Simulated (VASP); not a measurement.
Input of a VASP 6.6.1 run:

Contents of POSCAR:

```
Br
1.0
    5.3145090650      0.0000000000      0.0000000000
   -2.6572545325      4.6024998589      0.0000000000
    0.0000000000      0.0000000000      3.2562062761
Br
3
Direct
    0.0000000000      0.0000000000      0.0000000000
    0.3333333333      0.6666666667      0.5000000000
    0.6666666667      0.3333333333      0.5000000000
```

Contents of INCAR.step1:

```
SYSTEM = Br
PREC = Accurate
ENCUT = 520
ISMEAR = 0
SIGMA = 0.1
LREAL = .False.
LASPH = .True.
NELM = 100
NBANDS = 18
GGA = PE
ALGO = Normal
EDIFF = 1E-4
LWAVE = .True.
LCHARG = .False.
```

INCAR.step2

```
SYSTEM = Br
PREC = Accurate
ENCUT = 520
EDIFF = 1E-6
ISMEAR = 0
SIGMA = 0.1
LREAL = .False.
LASPH = .True.
NELM = 100
ALGO = Normal
ISIF = 2
LWAVE = .False.
LCHARG = .False.
METAGGA = R2SCAN
LMIXTAU = .True.
NBANDS = 18
ISTART = 1
```

Contents of KPOINTS:

```
regular mesh
0
Gamma
  3 3 6
  0 0 0
```

Potentials or basis: VASP PAW PBE potentials, release 64 (Br).

The run is started by

```sh
$ cat potpaw_PBE.64/Br/POTCAR > POTCAR
$ cp INCAR.step1 INCAR
$ mpirun -np 1 vasp_std > vasp.out
$ cp INCAR.step2 INCAR
$ mpirun -np 1 vasp_std > vasp.out
```

**Question.** Estimate the band gap on the k mesh.

**Answer.** Zero (an odd number of electrons rules out a gap without spin polarisation).

**Question.** Predict the pressure.

**Answer.** 0.1 GPa.

Stress tensor (GPa, compression positive):
```
 0.26  0.00  0.00
 0.00  0.26  0.00
 0.00  0.00 -0.11
```

Caveat: the k points lie up to 0.46 Å⁻¹ apart, too coarse for converged energies and pressures of a metal; the PAW data sets were made with another functional, which shifts forces and pressure a little; an odd number of electrons without spin polarisation forces a metal; a magnetic or distorted state may lie lower.
